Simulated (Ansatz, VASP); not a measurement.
## InAs3 in VASP and in Ansatz

```
In As
1.0
    -2.43222    2.43222    3.52262
     2.43222   -2.43222    3.52262
     2.43222    2.43222   -3.52262
In As
1 3
Direct
  0.00000 0.00000 0.00000
  0.50000 0.50000 0.00000
  0.75000 0.25000 0.50000
  0.25000 0.75000 0.50000
```

Change from the starting cell: species swapped into the TlPd3 type (I4/mmm, No. 139).

Alike in both runs: functional PBE; k mesh 14 × 14 × 14; occupations gaussian, width 0.1 eV; no spin polarisation.

Ansatz relaxed the structure, and its values are those at the end. VASP's run is a single point on that final structure, the one shown.

|  | VASP | Ansatz |
| --- | --- | --- |
| version | VASP 6.6.1 | Ansatz 0.2.0 |
| potentials or method | VASP PAW PBE potentials, release 64 (In_d, As), cutoff 520 eV | scalar-relativistic, plane waves, PAW |
| valence electrons in the cell | 28 | 58 |

```csv
,VASP,Ansatz,Ansatz less VASP
gap on the k mesh at the Fermi level (eV),none,none,-
pressure (GPa),0.0,0.0,-0.05
```

A gap of «none» marks a metal or a gap that the smearing closes. VASP's potentials hold 28 valence electrons a cell and Ansatz's 58, so a difference there can come from the potentials and not from the codes.
